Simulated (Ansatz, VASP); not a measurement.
**Two plane-wave programs on NaI**

The input POSCAR:

```
NaI
1.0
    4.1419541642      0.0000000000      0.0000000000
    0.0000000000      4.1419541642      0.0000000000
    0.0000000000      0.0000000000      4.1419541642
Na I
1 1
Direct
    0.0000000000      0.0000000000      0.0000000000
    0.5000000000      0.5000000000      0.5000000000
```

INCAR.step1

```
PREC = Accurate
ENCUT = 520
ISMEAR = 0
SIGMA = 0.01
LREAL = False
LASPH = True
NELM = 60
NBANDS = 14
GGA = PE
ALGO = Normal
EDIFF = 1E-4
LWAVE = True
LCHARG = False
```

Contents of INCAR.step2:

```
PREC = Accurate
ENCUT = 520
EDIFF = 1E-6
ISMEAR = 0
SIGMA = 0.01
LREAL = False
LASPH = True
NELM = 60
ALGO = Normal
ISIF = 2
LWAVE = False
LCHARG = False
METAGGA = R2SCAN
LMIXTAU = True
NBANDS = 14
ISTART = 1
```

Contents of KPOINTS:

```
regular mesh
0
Gamma
  6 6 6
```

Input for Ansatz:

```yaml
crystal:
  lattice:
    - [4.1419541642, 0.0, 0.0]
    - [0.0, 4.1419541642, 0.0]
    - [0.0, 0.0, 4.1419541642]
  atoms:
    - { symbol: Na, position: [0.0, 0.0, 0.0] }
    - { symbol: I, position: [0.5, 0.5, 0.5] }
kpoints:
  mp_grid: { grid: [6, 6, 6] }
  band_path:
    path: [[0.0, 0.0, 0.0], [0.0, 0.5, 0.0], [0.5, 0.5, 0.0], [0.5, 0.5, 0.5]]
    npoints: 1
hamiltonian:
  xc: r2scan
scf:
  occupations: { method: fixed }
  n_extra_bands: 4
output:
  forces: true
  stress: true
  eigenvalues: true
```

Change from the starting cell: hydrostatic strain +2.5%.

Alike in both runs: task single point; functional r2SCAN; k mesh 6 × 6 × 6; no spin polarisation.

```csv
,VASP,Ansatz
version,VASP 6.6.1,Ansatz 0.2.0
potentials or method,"VASP PAW PBE potentials, release 64 (Na_pv, I)","plane waves, PAW"
plane-wave cutoff (eV),520,500
occupations,"gaussian, width 0.01 eV",fixed
valence electrons in the cell,14,26
```

```csv
,VASP,Ansatz,Ansatz less VASP
gap on the k mesh at the Fermi level (eV),2.95,2.94,-0.013
pressure (GPa),-1.1,-1.1,0.00
```

VASP's potentials were made for PBE, not for r2SCAN. VASP's potentials hold 14 valence electrons a cell and Ansatz's 26, so a difference there can come from the potentials and not from the codes.

Neither program's run includes spin-orbit coupling.
